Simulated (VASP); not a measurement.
NaH:

```
Na H
1.0
     3.95328    0.00000    0.00000
    -1.97664    3.42364    0.00000
     0.00000    0.00000    4.82829
Na H
2 2
Cartesian
  0.0000 2.2824 -0.3018
  1.9766 1.1412 2.1124
  0.0000 2.2824 2.1124
  1.9766 1.1412 4.5265
```

Base run:

```yaml
Program: VASP 6.6.1
Functional: r2SCAN
Potentials_or_basis: VASP PAW PBE potentials, release 64 (Na_pv, H)
Cutoff: 520 eV
k_mesh: 12 × 12 × 6
Occupations: gaussian, width 0.01 eV
Spin: no spin polarisation
```

Its results: band gap on the k mesh 3.68 eV, indirect (least direct gap 4.45 eV); pressure -0.1 GPa.

Task: The run is repeated on the same cell with these changes: functional from r2SCAN to PBE; occupations from gaussian, width 0.01 eV to fermi-dirac, width 0.02 eV. What comes out?

Result: Band gap on the k mesh 3.33 eV, indirect (least direct gap 4.12 eV); pressure 0.3 GPa.

Caveats: the PAW data sets were made with another functional, which shifts forces and pressure a little (some runs).

A k mesh can miss the band edges.
